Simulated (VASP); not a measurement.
Input of a VASP 6.6.1 run:

The input INCAR:

```
SYSTEM = Al2Cu
ALGO = Fast
EDIFF = 1E-6
ENCUT = 520
GGA = PS
ISIF = 2
ISMEAR = 0
LASPH = .TRUE.
LCHARG = .FALSE.
LREAL = .FALSE.
LWAVE = .FALSE.
NBANDS = 16
NELM = 80
PREC = Accurate
SIGMA = 0.15
```

File KPOINTS:

```
k-points
0
G
  12 12 16
  0 0 0
```

Contents of POSCAR:

```
Al2Cu
1.0
    4.0841721988      0.0000000000     -0.0204208610
    0.0000000000      4.0841721988      0.0000000000
   -0.0142319737      0.0000000000      2.8463947459
Al Cu
2 1
Direct
    0.5000000000      0.0000000000      0.5000000000
    0.0000000000      0.5000000000      0.5000000000
    0.0000000000      0.0000000000      0.0000000000
```

Potentials or basis: VASP PAW PBE potentials, release 64 (Al, Cu).

Command:

```sh
$ cat potpaw_PBE.64/Al/POTCAR potpaw_PBE.64/Cu/POTCAR > POTCAR
$ mpirun -np 1 vasp_std > vasp.out
```

Task: Estimate the band gap on the k mesh.

Result: Zero (an odd number of electrons rules out a gap without spin polarisation).

Task: Estimate the pressure.

Result: 0.0 GPa.

Stress tensor (GPa, compression positive):
```
 0.27  0.00  0.61
 0.00  0.26  0.00
 0.61  0.00 -0.46
```

Caveat: the cell differs from its parent crystal (strain -0.0100 x Voigt [0, 0, 0, 0, 1, 0]); the PAW data sets were made with another functional, which shifts forces and pressure a little.
